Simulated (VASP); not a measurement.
# Cu (Fm-3m) in VASP: relaxation of cell and atoms with LDA

Aim: the relaxation of cell and atoms of Cu with LDA.

Program: VASP 6.6.1. These are calculated values, not measurements. Logs are shortened: lines on timing, memory, paths and dates and some standing lists are left out, and cuts for length are marked.

### 1 The cell of the first run

The structure is cubic, space group Fm-3m (No. 225). Conventional cell: a = 3.615 Å, b = 3.615 Å, c = 3.615 Å, α = 90.00°, β = 90.00°, γ = 90.00°. Cu (site symmetry m-3m) has 12 Cu at 2.56 Å within 3.4 Å.

### 2 Relaxation of cell and atoms, LDA

INCAR reads:

```
SYSTEM = Cu
  PREC = Accurate
  ENCUT = 820
  EDIFF = 1E-7
  ISMEAR = -1
  SIGMA = 0.05
  LREAL = .FALSE.
  LASPH = .TRUE.
  NELM = 120
  ALGO = Normal
  ISIF = 3
  LWAVE = .FALSE.
  LCHARG = .FALSE.
  IBRION = 2
  NSW = 80
  EDIFFG = -0.01
  GGA_COMPAT = .FALSE.
  NELMIN = 4
```

KPOINTS reads:

```
regular mesh
0
G
  18 18 18
  0 0 0
```

POSCAR reads:

```
Cu
1.0
    0.0000000000      1.8074800000      1.8074800000
    1.8074800000      0.0000000000      1.8074800000
    1.8074800000      1.8074800000      0.0000000000
Cu
1
Direct
    0.0000000000      0.0000000000      0.0000000000
```

Potentials or basis: VASP PAW LDA potentials, release 64 (Cu_sv_GW).

The run is started by

```console
$ cat potpaw_LDA.64/Cu_sv_GW/POTCAR > POTCAR
$ mpirun -np 1 vasp_std > vasp.out
```

OUTCAR:

```text
SYSTEM = Cu
   PREC = Accurate
   ENCUT = 820
   EDIFF = 1E-7
   ISMEAR = -1
   LREAL = .FALSE.
   LASPH = .TRUE.
   NELM = 120
   ISIF = 3
   IBRION = 2
   NSW = 80
   EDIFFG = -0.01
   NELMIN = 4

 ion  position               nearest neighbor table
   1  0.000  0.000  0.000-

  LATTYP: Found a face centered cubic cell.
 ALAT       =     3.6149600000

  Lattice vectors:

 A1 = (   0.0000000000,   1.8074800000,   1.8074800000)
 A2 = (   1.8074800000,   0.0000000000,   1.8074800000)
 A3 = (   1.8074800000,   1.8074800000,   0.0000000000)

Analysis of symmetry for initial positions (statically):
=====================================================================
 Subroutine PRICEL returns:
 Original cell was already a primitive cell.

 Routine SETGRP: Setting up the symmetry group for a
 face centered cubic supercell.

 Subroutine GETGRP returns: Found 48 space group operations
 (whereof 48 operations were pure point group operations)
 out of a pool of 48 trial point group operations.

The static configuration has the point symmetry O_h .

Analysis of symmetry for dynamics (positions and initial velocities):
=====================================================================
 Subroutine PRICEL returns:
 Original cell was already a primitive cell.

 Routine SETGRP: Setting up the symmetry group for a
 face centered cubic supercell.

 Subroutine GETGRP returns: Found 48 space group operations
 (whereof 48 operations were pure point group operations)
 out of a pool of 48 trial point group operations.

The dynamic configuration has the point symmetry O_h .

 Subroutine INISYM returns: Found 48 space group operations
 (whereof 48 operations are pure point group operations),
 and found     1 'primitive' translations

----------------------------------------------------------------------------------------

                                     Primitive cell

  volume of cell :      11.8100

  direct lattice vectors                    reciprocal lattice vectors
     0.000000000  1.807480000  1.807480000    -0.276628234  0.276628234  0.276628234
     1.807480000  0.000000000  1.807480000     0.276628234 -0.276628234  0.276628234
     1.807480000  1.807480000  0.000000000     0.276628234  0.276628234 -0.276628234

  length of vectors
     2.556162730  2.556162730  2.556162730     0.479134156  0.479134156  0.479134156

  position of ions in fractional coordinates (direct lattice)
     0.000000000  0.000000000  0.000000000

  ion indices of the primitive-cell ions
   primitive index   ion index
                 1           1

----------------------------------------------------------------------------------------

 KPOINTS: regular mesh

Automatic generation of k-mesh.
 Grid dimensions read from file:
 generate k-points for:   18   18   18

 Generating k-lattice:

  Cartesian coordinates                     Fractional coordinates (reciprocal lattice)
    -0.015368235  0.015368235  0.015368235     0.055555556  0.000000000  0.000000000
     0.015368235 -0.015368235  0.015368235     0.000000000  0.055555556  0.000000000
     0.015368235  0.015368235 -0.015368235     0.000000000  0.000000000  0.055555556

  Length of vectors
     0.026618564  0.026618564  0.026618564

  Shift w.r.t. Gamma in fractional coordinates (k-lattice)
     0.000000000  0.000000000  0.000000000

 Subroutine IBZKPT returns following result:
 ===========================================

 Found    195 irreducible k-points:

 Following reciprocal coordinates:
            Coordinates               Weight
  0.000000  0.000000  0.000000      1.000000
  0.055556  0.000000  0.000000      8.000000
  0.111111  0.000000  0.000000      8.000000
  0.166667  0.000000  0.000000      8.000000
  0.222222  0.000000  0.000000      8.000000
  0.277778  0.000000  0.000000      8.000000
[... 16 lines left out ...]
 -0.277778  0.055556  0.000000     24.000000
 -0.222222  0.055556  0.000000     24.000000
 [... further k-points ...]
   k-points           NKPTS =    195   k-points in BZ     NKDIM =    195   number of bands    NBANDS=     13
   number of dos      NEDOS =    301   number of ions     NIONS =      1
   total plane-waves  NPLWV =  13824
   dimension x,y,z NGX =    24 NGY =   24 NGZ =   24
   dimension x,y,z NGXF=    48 NGYF=   48 NGZF=   48
   ions per type =               1
   NGX,Y,Z   is equivalent  to a cutoff of  15.61, 15.61, 15.61 a.u.
   NGXF,Y,Z  is equivalent  to a cutoff of  31.22, 31.22, 31.22 a.u.
 SYSTEM =  Cu
   PREC   = accura    normal or accurate (medium, high low for compatibility)
   ISTART =      0    job   : 0-new  1-cont  2-samecut
   ICHARG =      2    charge: 1-file 2-atom 10-const
   ISPIN  =      1    spin polarized calculation?
   LNONCOLLINEAR =      F non collinear calculations
   LSORBIT =      F    spin-orbit coupling
   LASPH  =      T    aspherical Exc in radial PAW
   ENCUT  =  820.0 eV  60.27 Ry    7.76 a.u.   5.97  5.97  5.97*2*pi/ulx,y,z
   NELM   =    120;   NELMIN=  4; NELMDL= -5     # of ELM steps
   EDIFF  = 0.1E-06   stopping-criterion for ELM
   LREAL  =      F    real-space projection
   EDIFFG = -.1E-01   stopping-criterion for IOM
   NSW    =     80    number of steps for IOM
   IBRION =      2    ionic relax: 0-MD 1-quasi-New 2-CG
   NFREE  =      1    steps in history (QN), initial steepest desc. (CG)
   ISIF   =      3    stress and relaxation
   ISYM   =      2    0-nonsym 1-usesym 2-fastsym
   POTIM  = 0.5000    time-step for ionic-motion
   TEBEG  =    0.0;   TEEND  =   0.0 temperature during run
   PSTRESS=    0.0 pullay stress
   NELECT =      19.0000    total number of electrons
   NUPDOWN=      -1.0000    fix difference up-down
   EMIN   =  10.00;   EMAX   =-10.00  energy-range for DOS
   EFERMI =   0.00;   METHOD = LEGACY
   ISMEAR =    -1;   SIGMA  =   0.05  broadening in eV -4-tet -1-fermi 0-gaus
   EFERMI_NEDOS =   21; number of points for ismear=-14 and -15
   IALGO  =     38    algorithm
   IMIX   =      4    mixing-type and parameters
     AMIX     =   0.40;   BMIX     =  1.00
     AMIX_MAG =   1.60;   BMIX_MAG =  1.00
  volume/ion in A,a.u.               =      11.81        79.70
  Fermi-wavevector in a.u.,A,eV,Ry     =   1.918268  3.625000 50.066048  3.679751
  Thomas-Fermi vector in A             =   2.953306
   LORBIT       =      0    0 simple, 1 ext, 2 COOP (PROOUT), +10 PAW based schemes
   GGA     = CA    functional components
   LHFCALC =     F    Hartree Fock is set to
   AEXX    =    0.0000 exact exchange contribution
   IVDW    =     0    specifies the selected vdW correction
   LEPSILON=     F    determine dielectric tensor
   LRPA    =     F    only Hartree local field effects (RPA)
 conjugate gradient relaxation of ions
 non-spin polarized calculation
  energy-cutoff  :      820.00
  volume of cell :       11.81
 maximum number of plane-waves:       641
   NGX = 11   NGY = 11   NGZ = 11

--------------------------------------- Ionic step        1  -------------------------------------------

 number of electron      19.0000008 magnetization

 Free energy of the ion-electron system (eV)
  ---------------------------------------------------
  ext. energy  EPLUGINS =         0.00000000
  ---------------------------------------------------
  free energy    TOTEN  =        -4.82654109 eV

  energy without entropy =       -4.82398277  energy(sigma->0) =       -4.82526193

------------------------ aborting loop because EDIFF is reached ----------------------------------------

  FORCE on cell =-STRESS in cart. coord.  units (eV):
  Direction    XX          YY          ZZ          XY          YZ          ZX
  --------------------------------------------------------------------------------------
  -------------------------------------------------------------------------------------
  Total       -0.9818330     -0.9818330     -0.9818330      0.0000000     -0.0000000     -0.0000000
  in kB     -133.1980084   -133.1980084   -133.1980084      0.0000000     -0.0000000     -0.0000000
  external PRESSURE =    -133.1980084 kB  Pullay stress =       0.0000000 kB

 VOLUME and BASIS-vectors are now :
 -----------------------------------------------------------------------------
  energy-cutoff  :      820.00
  volume of cell :       11.81
      direct lattice vectors                 reciprocal lattice vectors
     0.000000000  1.807480000  1.807480000    -0.276628234  0.276628234  0.276628234
     1.807480000  0.000000000  1.807480000     0.276628234 -0.276628234  0.276628234
     1.807480000  1.807480000  0.000000000     0.276628234  0.276628234 -0.276628234
[... 36 lines left out ...]
 POSITION                                       TOTAL-FORCE (eV/Angst)
 -----------------------------------------------------------------------------------
      1.72187      3.44373      1.72187         0.000000      0.000000      0.000000
 -----------------------------------------------------------------------------------
    total drift:                               -0.000000     -0.000000      0.000000

  FREE ENERGIE OF THE ION-ELECTRON SYSTEM (eV)
  ---------------------------------------------------
  free  energy   TOTEN  =        -4.8385096980 eV

  energy  without entropy=       -4.8357656376  energy(sigma->0) =       -4.83713767

--------------------------------------- Ionic step        3  -------------------------------------------

 number of electron      18.9999999 magnetization

 Free energy of the ion-electron system (eV)
  ---------------------------------------------------
  ext. energy  EPLUGINS =         0.00000000
  ---------------------------------------------------
  free energy    TOTEN  =        -4.86804585 eV

  energy without entropy =       -4.86526335  energy(sigma->0) =       -4.86665460

 E-fermi :   8.2038     XC(G=0): -14.3540

 val. band max:        8.1981114768   @ k =  -0.4444   0.1111   0.0556
 cond. band min:       8.2520092952   @ k =   0.4444   0.3889   0.0000
 fundamental gap:      0.0538978184
 Fermi energy:         8.2037976278

 k-point     1 :       0.0000    0.0000    0.0000
  band No.  band energies     occupation
      1    -103.4753      2.00000
      2     -61.3491      2.00000
      3     -61.3491      2.00000
      4     -61.3491      2.00000
      5      -1.8104      2.00000
      6       4.9195      2.00000
      7       4.9195      2.00000
      8       4.9195      2.00000
      9       5.8814      2.00000
     10       5.8814      2.00000
     11      31.5677      0.00000
     12      34.6519      0.00000
     13      34.6519      0.00000

 k-point     2 :       0.0556    0.0000    0.0000
  band No.  band energies     occupation
      1    -103.4748      2.00000
      2     -61.3539      2.00000
      3     -61.3499      2.00000
      4     -61.3499      2.00000
      5      -1.6910      2.00000
      6       4.8916      2.00000
      7       4.9442      2.00000
      8       4.9442      2.00000
      9       5.8713      2.00000
     10       5.8713      2.00000
     11      30.9877      0.00000
[... 339 lines left out ...]
 k-point    24 :      -0.2222    0.0556    0.0000
  band No.  band energies     occupation
      1    -103.4647      2.00000
      2     -61.4218      2.00000
      3     -61.3648      2.00000
      4     -61.3583      2.00000
      5       0.3748      2.00000
      6       4.5788      2.00000
      7       5.1015      2.00000
      8       5.1462      2.00000
      9       5.8208      2.00000
     10       6.1026      2.00000
     11      21.8870      0.00000
     12      29.1207      0.00000
     13      32.8447      0.00000

 [... further k-points ...]

------------------------ aborting loop because EDIFF is reached ----------------------------------------

  FORCE on cell =-STRESS in cart. coord.  units (eV):
  Direction    XX          YY          ZZ          XY          YZ          ZX
  --------------------------------------------------------------------------------------
  -------------------------------------------------------------------------------------
  Total       -0.0057099     -0.0057099     -0.0057099     -0.0000000     -0.0000000     -0.0000000
  in kB       -0.8396161     -0.8396161     -0.8396161     -0.0000000     -0.0000000     -0.0000000
  external PRESSURE =      -0.8396161 kB  Pullay stress =       0.0000000 kB

 VOLUME and BASIS-vectors are now :
 -----------------------------------------------------------------------------
  energy-cutoff  :      820.00
  volume of cell :       10.90
      direct lattice vectors                 reciprocal lattice vectors
    -0.000000000  1.759581148  1.759581148    -0.284158534  0.284158534  0.284158534
     1.759581148 -0.000000000  1.759581148     0.284158534 -0.284158534  0.284158534
     1.759581148  1.759581148 -0.000000000     0.284158534  0.284158534 -0.284158534

 POSITION                                       TOTAL-FORCE (eV/Angst)
 -----------------------------------------------------------------------------------
      0.00000     -0.00000      0.00000        -0.000000     -0.000000     -0.000000
 -----------------------------------------------------------------------------------
    total drift:                               -0.000000      0.000000      0.000000

  FREE ENERGIE OF THE ION-ELECTRON SYSTEM (eV)
  ---------------------------------------------------
  free  energy   TOTEN  =        -4.8680458508 eV

  energy  without entropy=       -4.8652633486  energy(sigma->0) =       -4.86665460

 reached required accuracy - stopping structural energy minimisation
```

Run time: 94 s. Hardware: 1 thread of Intel Xeon Platinum 8375C at 2.90GHz (Ice Lake), shared host; peak memory 0.21 GiB.

What came out:

* Free energy: -4.8680 eV
* Relaxed volume: 10.90 Å³/atom
* Relaxed cell: a = 2.488 Å, b = 2.488 Å, c = 2.488 Å, α = 60.00°, β = 60.00°, γ = 60.00°
* Space group after relaxing (to 0.1 Å): Fm-3m (No. 225)
* Energy gained by relaxing: 41.5 meV/atom
* Ionic steps: 3
* Pressure after relaxing: -0.1 GPa
* Band gap on the k mesh: zero (an odd number of electrons rules out a gap without spin polarisation)

The path:
```csv
step,energy change (eV),largest force (eV/Å),pressure (GPa),volume (Å³)
1,0.0000,0.0000,-13.32,11.81
2,-0.0120,0.0000,14.73,10.21
3,-0.0415,0.0000,-0.08,10.90
```

Final structure:
```
Cu
1.0
     0.00000    1.75958    1.75958
     1.75958    0.00000    1.75958
     1.75958    1.75958    0.00000
Cu
1
Direct
  0.00000 0.00000 0.00000
```

Levels at points of the mesh, in eV from the Fermi level:
```tsv
k point	band 8	band 9	band 10	band 11	band 12	band 13
(0.00, 0.00, 0.00)	-3.28	-2.32	-2.32	23.36	26.45	26.45
(0.50, 0.00, 0.00)	-1.67	-1.67	-1.24	4.17	21.83	23.20
(0.50, 0.50, 0.00)	-1.51	-1.51	1.40	7.71	13.63	13.63
```

LDA usually gives volumes a few per cent too small. Zero-point motion and thermal expansion aren't in these numbers.

The gap in the log of VASP goes by the Fermi energy; the results here count the filled bands.